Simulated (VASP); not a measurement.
# Ga (Pm-3m) in VASP: single point with LDA

Aim: the single point of Ga with LDA.

All numbers are computed with VASP 6.6.1; they aren't measurements. Logs are shortened: lines on timing, memory, paths and dates and some standing lists are left out, and cuts for length are marked.

## (1) The cell of the first run

Symmetry: Pm-3m, No. 221, cubic system. The conventional cell has a = 3.004 Å, b = 3.004 Å, c = 3.004 Å, α = 90.00°, β = 90.00°, γ = 90.00°. Within 4.0 Å of Ga (site symmetry m-3m) lie 6 Ga at 3.00 Å.

## (2) Single point, LDA

INCAR

```
SYSTEM = Ga
  ALGO = Normal
  EDIFF = 1E-7
  ENCUT = 520
  GGA = CA
  ISIF = 2
  ISMEAR = -1
  LASPH = .TRUE.
  LCHARG = .FALSE.
  LREAL = .FALSE.
  LWAVE = .FALSE.
  NBANDS = 12
  NELM = 60
  PREC = Accurate
  SIGMA = 0.1
```

KPOINTS

```
k-points
0
G
  10 10 10
  0 0 0
```

POSCAR

```
Ga
1.0
    3.0040000000      0.0000000000      0.0000000000
    0.0000000000      3.0040000000      0.0000000000
    0.0000000000      0.0000000000      3.0040000000
Ga
1
Direct
    0.0000000000      0.0000000000      0.0000000000
```

Potentials or basis: VASP PAW LDA potentials, release 64 (Ga_d).

The run is started by

```sh
cat potpaw_LDA.64/Ga_d/POTCAR > POTCAR
mpirun -np 1 vasp_std > vasp.out
```

OUTCAR:

```text
SYSTEM = Ga
   EDIFF = 1E-7
   ENCUT = 520
   GGA = CA
   ISIF = 2
   ISMEAR = -1
   LASPH = .TRUE.
   LREAL = .FALSE.
   NELM = 60
   PREC = Accurate

 ion  position               nearest neighbor table
   1  0.000  0.000  0.000-

  LATTYP: Found a simple cubic cell.
 ALAT       =     3.0040000000

  Lattice vectors:

 A1 = (   3.0040000000,   0.0000000000,   0.0000000000)
 A2 = (   0.0000000000,   3.0040000000,   0.0000000000)
 A3 = (   0.0000000000,   0.0000000000,   3.0040000000)

Analysis of symmetry for initial positions (statically):
=====================================================================
 Subroutine PRICEL returns:
 Original cell was already a primitive cell.

 Routine SETGRP: Setting up the symmetry group for a
 simple cubic supercell.

 Subroutine GETGRP returns: Found 48 space group operations
 (whereof 48 operations were pure point group operations)
 out of a pool of 48 trial point group operations.

The static configuration has the point symmetry O_h .

Analysis of symmetry for dynamics (positions and initial velocities):
=====================================================================
 Subroutine PRICEL returns:
 Original cell was already a primitive cell.

 Routine SETGRP: Setting up the symmetry group for a
 simple cubic supercell.

 Subroutine GETGRP returns: Found 48 space group operations
 (whereof 48 operations were pure point group operations)
 out of a pool of 48 trial point group operations.

The dynamic configuration has the point symmetry O_h .

 Subroutine INISYM returns: Found 48 space group operations
 (whereof 48 operations are pure point group operations),
 and found     1 'primitive' translations

----------------------------------------------------------------------------------------

                                     Primitive cell

  volume of cell :      27.1081

  direct lattice vectors                    reciprocal lattice vectors
     3.004000000  0.000000000  0.000000000     0.332889481  0.000000000  0.000000000
     0.000000000  3.004000000  0.000000000     0.000000000  0.332889481  0.000000000
     0.000000000  0.000000000  3.004000000     0.000000000  0.000000000  0.332889481

  length of vectors
     3.004000000  3.004000000  3.004000000     0.332889481  0.332889481  0.332889481

  position of ions in fractional coordinates (direct lattice)
     0.000000000  0.000000000  0.000000000

  ion indices of the primitive-cell ions
   primitive index   ion index
                 1           1

----------------------------------------------------------------------------------------

 KPOINTS: k-points

Automatic generation of k-mesh.
 Grid dimensions read from file:
 generate k-points for:   10   10   10

 Generating k-lattice:

  Cartesian coordinates                     Fractional coordinates (reciprocal lattice)
     0.033288948  0.000000000  0.000000000     0.100000000  0.000000000  0.000000000
     0.000000000  0.033288948  0.000000000     0.000000000  0.100000000  0.000000000
     0.000000000  0.000000000  0.033288948     0.000000000  0.000000000  0.100000000

  Length of vectors
     0.033288948  0.033288948  0.033288948

  Shift w.r.t. Gamma in fractional coordinates (k-lattice)
     0.000000000  0.000000000  0.000000000

 Subroutine IBZKPT returns following result:
 ===========================================

 Found     56 irreducible k-points:

 Following reciprocal coordinates:
            Coordinates               Weight
  0.000000  0.000000  0.000000      1.000000
  0.100000  0.000000  0.000000      6.000000
  0.200000  0.000000  0.000000      6.000000
  0.300000  0.000000  0.000000      6.000000
  0.400000  0.000000  0.000000      6.000000
  0.500000  0.000000  0.000000      3.000000
[... 16 lines left out ...]
  0.200000  0.100000  0.100000     24.000000
  0.300000  0.100000  0.100000     24.000000
 [... further k-points ...]
   k-points           NKPTS =     56   k-points in BZ     NKDIM =     56   number of bands    NBANDS=     12
   number of dos      NEDOS =    301   number of ions     NIONS =      1
   total plane-waves  NPLWV =  13824
   dimension x,y,z NGX =    24 NGY =   24 NGZ =   24
   dimension x,y,z NGXF=    48 NGYF=   48 NGZF=   48
   ions per type =               1
   NGX,Y,Z   is equivalent  to a cutoff of  13.28, 13.28, 13.28 a.u.
   NGXF,Y,Z  is equivalent  to a cutoff of  26.56, 26.56, 26.56 a.u.
 SYSTEM =  Ga
   PREC   = accura    normal or accurate (medium, high low for compatibility)
   ISTART =      0    job   : 0-new  1-cont  2-samecut
   ICHARG =      2    charge: 1-file 2-atom 10-const
   ISPIN  =      1    spin polarized calculation?
   LNONCOLLINEAR =      F non collinear calculations
   LSORBIT =      F    spin-orbit coupling
   LASPH  =      T    aspherical Exc in radial PAW
   ENCUT  =  520.0 eV  38.22 Ry    6.18 a.u.   5.59  5.59  5.59*2*pi/ulx,y,z
   NELM   =     60;   NELMIN=  2; NELMDL= -5     # of ELM steps
   EDIFF  = 0.1E-06   stopping-criterion for ELM
   LREAL  =      F    real-space projection
   EDIFFG = 0.1E-05   stopping-criterion for IOM
   NSW    =      0    number of steps for IOM
   IBRION =     -1    ionic relax: 0-MD 1-quasi-New 2-CG
   NFREE  =      0    steps in history (QN), initial steepest desc. (CG)
   ISIF   =      2    stress and relaxation
   ISYM   =      2    0-nonsym 1-usesym 2-fastsym
   POTIM  = 0.5000    time-step for ionic-motion
   TEBEG  =    0.0;   TEEND  =   0.0 temperature during run
   PSTRESS=    0.0 pullay stress
   NELECT =      13.0000    total number of electrons
   NUPDOWN=      -1.0000    fix difference up-down
   EMIN   =  10.00;   EMAX   =-10.00  energy-range for DOS
   EFERMI =   0.00;   METHOD = LEGACY
   ISMEAR =    -1;   SIGMA  =   0.10  broadening in eV -4-tet -1-fermi 0-gaus
   EFERMI_NEDOS =   21; number of points for ismear=-14 and -15
   IALGO  =     38    algorithm
   IMIX   =      4    mixing-type and parameters
     AMIX     =   0.40;   BMIX     =  1.00
     AMIX_MAG =   1.60;   BMIX_MAG =  1.00
  volume/ion in A,a.u.               =      27.11       182.93
  Fermi-wavevector in a.u.,A,eV,Ry     =   1.281414  2.421521 22.341052  1.642021
  Thomas-Fermi vector in A             =   2.413785
   LORBIT       =      0    0 simple, 1 ext, 2 COOP (PROOUT), +10 PAW based schemes
   GGA     = CA    functional components
   LHFCALC =     F    Hartree Fock is set to
   AEXX    =    0.0000 exact exchange contribution
   IVDW    =     0    specifies the selected vdW correction
   LEPSILON=     F    determine dielectric tensor
   LRPA    =     F    only Hartree local field effects (RPA)
 non-spin polarized calculation
  energy-cutoff  :      520.00
  volume of cell :       27.11
 maximum number of plane-waves:       740
 NGX is ok and might be reduce to    24
   NGX = 11   NGY = 11   NGZ = 11

 number of electron      13.0000007 magnetization

 Free energy of the ion-electron system (eV)
  ---------------------------------------------------
  ext. energy  EPLUGINS =         0.00000000
  ---------------------------------------------------
  free energy    TOTEN  =        -3.14480310 eV

  energy without entropy =       -3.12500147  energy(sigma->0) =       -3.13490229

 E-fermi :   2.4280     XC(G=0):  -9.5337

 val. band max:        2.4079548379   @ k =   0.3000   0.0000   0.0000
 cond. band min:       2.5376255906   @ k =   0.4000   0.4000   0.1000
 fundamental gap:      0.1296707527
 Fermi energy:         2.4279681729

 k-point     1 :       0.0000    0.0000    0.0000
  band No.  band energies     occupation
      1     -12.6487      2.00000
      2     -12.6487      2.00000
      3     -12.4057      2.00000
      4     -12.4057      2.00000
      5     -12.4057      2.00000
      6      -6.4900      2.00000
      7       9.3159      0.00000
      8       9.3159      0.00000
      9       9.3159      0.00000
     10      12.5569      0.00000
     11      12.5569      0.00000
     12      13.4058      0.00000

 k-point     2 :       0.1000    0.0000    0.0000
  band No.  band energies     occupation
      1     -12.6472      2.00000
      2     -12.6315      2.00000
      3     -12.4119      2.00000
      4     -12.4119      2.00000
      5     -12.4052      2.00000
      6      -6.3321      2.00000
      7       7.4586      0.00000
      8       9.4675      0.00000
      9       9.4675      0.00000
     10      12.7012      0.00000
     11      13.2279      0.00000
     12      15.0118      0.00000

 k-point     3 :       0.2000    0.0000    0.0000
  band No.  band energies     occupation
      1     -12.6433      2.00000
      2     -12.5871      2.00000
      3     -12.4282      2.00000
      4     -12.4282      2.00000
      5     -12.4038      2.00000
      6      -5.8610      2.00000
      7       4.8182      0.00000
      8       9.9041      0.00000
      9       9.9041      0.00000
     10      13.1314      0.00000
     11      13.6949      0.00000
     12      18.3348      0.00000

 k-point     4 :       0.3000    0.0000    0.0000
  band No.  band energies     occupation
      1     -12.6385      2.00000
      2     -12.5332      2.00000
      3     -12.4482      2.00000
      4     -12.4482      2.00000
      5     -12.4021      2.00000
      6      -5.0950      2.00000
      7       2.4080      1.09973
      8      10.5581      0.00000
      9      10.5581      0.00000
     10      13.8325      0.00000
     11      14.4066      0.00000
     12      19.7987      0.00000

 k-point     5 :       0.4000    0.0000    0.0000
  band No.  band energies     occupation
      1     -12.6346      2.00000
      2     -12.4905      2.00000
      3     -12.4644      2.00000
      4     -12.4644      2.00000
      5     -12.4007      2.00000
      6      -4.1311      2.00000
      7       0.4370      2.00000
      8      11.2510      0.00000
      9      11.2510      0.00000
     10      14.7314      0.00000
     11      15.3694      0.00000
     12      18.1488      0.00000
[... 228 lines left out ...]
      1     -12.5721      2.00000
      2     -12.5516      2.00000
      3     -12.4619      2.00000
      4     -12.4619      2.00000
      5     -12.3372      2.00000
      6      -0.4619      2.00000
      7       2.0151      1.96831
      8       2.0151      1.96831
      9       6.5972      0.00000
     10      13.7557      0.00000
     11      19.7898      0.00000
     12      19.7899      0.00000

 k-point    22 :       0.1000    0.1000    0.1000
  band No.  band energies     occupation
      1     -12.6204      2.00000
      2     -12.6204      2.00000
      3     -12.4189      2.00000
      4     -12.4175      2.00000
      5     -12.4175      2.00000
      6      -6.0166      2.00000
      7       7.6463      0.00000
      8       7.6463      0.00000
      9       8.0220      0.00000
     10      15.1173      0.00000
     11      15.1173      0.00000
     12      15.4317      0.00000

 k-point    23 :       0.2000    0.1000    0.1000
  band No.  band energies     occupation
      1     -12.6167      2.00000
      2     -12.5747      2.00000
      3     -12.4358      2.00000
      4     -12.4344      2.00000
      5     -12.4163      2.00000
      6      -5.5463      2.00000
      7       5.1178      0.00000
      8       8.0847      0.00000
      9       8.3730      0.00000
     10      15.5278      0.00000
     11      15.5846      0.00000
     12      18.1874      0.00000

 k-point    24 :       0.3000    0.1000    0.1000
  band No.  band energies     occupation
      1     -12.6121      2.00000
      2     -12.5193      2.00000
      3     -12.4571      2.00000
      4     -12.4552      2.00000
      5     -12.4144      2.00000
      6      -4.7820      2.00000
      7       2.7153      0.10701
      8       8.7540      0.00000
      9       9.0857      0.00000
     10      15.4735      0.00000
     11      16.0758      0.00000
     12      17.4254      0.00000

 [... further k-points ...]

------------------------ aborting loop because EDIFF is reached ----------------------------------------

  FORCE on cell =-STRESS in cart. coord.  units (eV):
  Direction    XX          YY          ZZ          XY          YZ          ZX
  --------------------------------------------------------------------------------------
  -------------------------------------------------------------------------------------
  Total       -1.5643535     -1.5643535     -1.5643535     -0.0000000     -0.0000000     -0.0000000
  in kB      -92.4582530    -92.4582530    -92.4582530     -0.0000000     -0.0000000     -0.0000000
  external PRESSURE =     -92.4582530 kB  Pullay stress =       0.0000000 kB

 VOLUME and BASIS-vectors are now :
 -----------------------------------------------------------------------------
  energy-cutoff  :      520.00
  volume of cell :       27.11
      direct lattice vectors                 reciprocal lattice vectors
     3.004000000  0.000000000  0.000000000     0.332889481  0.000000000  0.000000000
     0.000000000  3.004000000  0.000000000     0.000000000  0.332889481  0.000000000
     0.000000000  0.000000000  3.004000000     0.000000000  0.000000000  0.332889481

 POSITION                                       TOTAL-FORCE (eV/Angst)
 -----------------------------------------------------------------------------------
      0.00000      0.00000      0.00000         0.000000      0.000000      0.000000
 -----------------------------------------------------------------------------------
    total drift:                                0.000000     -0.000000      0.000000

  FREE ENERGIE OF THE ION-ELECTRON SYSTEM (eV)
  ---------------------------------------------------
  free  energy   TOTEN  =        -3.1448031041 eV

  energy  without entropy=       -3.1250014736  energy(sigma->0) =       -3.13490229
```

Run time: 5.8 s. Hardware: 1 thread of Intel Xeon Platinum 8488C (Sapphire Rapids), shared host; peak memory 0.13 GiB.

What came out:

```
Free energy : -3.1448 eV
Pressure    : -9.2 GPa
```

Levels at points of the mesh, in eV from the Fermi level:
```
           k point  band 3  band 4  band 5  band 6  band 7  band 8  band 9  band 10
(0.00, 0.00, 0.00)  -14.83  -14.83  -14.83   -8.92    6.89    6.89    6.89    10.13
(0.50, 0.00, 0.00)  -14.90  -14.90  -14.83   -5.94   -2.95    9.16    9.16    12.91
(0.50, 0.50, 0.00)  -14.89  -14.89  -14.77   -2.89   -0.41   -0.41    4.17    11.33
(0.50, 0.50, 0.50)  -14.98  -14.76  -14.76    0.46    1.93    1.93    1.93     7.33
```
